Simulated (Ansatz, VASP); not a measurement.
# Two plane-wave programs on Si

File INCAR:

```
ALGO = Normal ; EDIFF = 1E-6
ENCUT = 520 ; GGA = RP
ISIF = 2 ; ISMEAR = -1
LASPH = True ; LCHARG = True
LELF = True ; LREAL = False
LVHAR = True ; LWAVE = False
NBANDS = 16 ; NELM = 60
PREC = Accurate ; SIGMA = 0.1
```

KPOINTS

```
k-points
0
Gamma
  15 15 4
```

POSCAR

```
Si
1.0
    2.6935515944      0.0000000000      0.0000000000
   -1.3467757972      2.3326841072      0.0000000000
    0.0000000000      0.0000000000      8.9347577931
Si
4
Direct
    0.0000000000      0.0000000000      0.0000000000
    0.0000000000      0.0000000000      0.5000000000
    0.3333333333      0.6666666667      0.2500000000
    0.6666666667      0.3333333333      0.7500000000
```

Input for Ansatz:

```yaml
crystal:
  lattice:
    - [2.6935515944, 0.0, 0.0]
    - [-1.3467757972, 2.3326841072, 0.0]
    - [0.0, 0.0, 8.9347577931]
  atoms:
    - { symbol: Si, position: [0.0, 0.0, 0.0] }
    - { symbol: Si, position: [0.0, 0.0, 0.5] }
    - { symbol: Si, position: [0.3333333333, 0.6666666667, 0.25] }
    - { symbol: Si, position: [0.6666666667, 0.3333333333, 0.75] }
hamiltonian:
  xc: rpbe
  pseudopotentials:
    kind: paw
    azcp:
      Si: "pseudopotentials/Si.paw.azcp"
basis:
  ecutwfc: 420
  fft_grid_basis: typed
kpoints:
  mp_grid: { grid: [15, 15, 4], shift: [0, 0, 0] }
magnetization:
  spin_polarized: false
scf:
  occupations: { method: fermi_dirac, width: 0.1 }
  lower_state_search: "off"
output:
  stress: true
```

Alike in both runs: task single point; functional RPBE; k mesh 15 × 15 × 4; occupations fermi-dirac, width 0.1 eV; no spin polarisation.

```csv
,VASP,Ansatz
version,VASP 6.6.1,Ansatz 0.2.0
potentials or method,"VASP PAW PBE potentials, release 64 (Si), cutoff 520 eV","plane waves (420 eV) with PAW, scalar-relativistic"
valence electrons in the cell,16,16
```

```csv
,VASP,Ansatz,Ansatz less VASP
pressure (GPa),3.1,3.6,+0.51
"traceless stress, the component that is largest in VASP (GPa)",1.69,1.66,-0.030
```

VASP's potentials were made for PBE, not for RPBE.
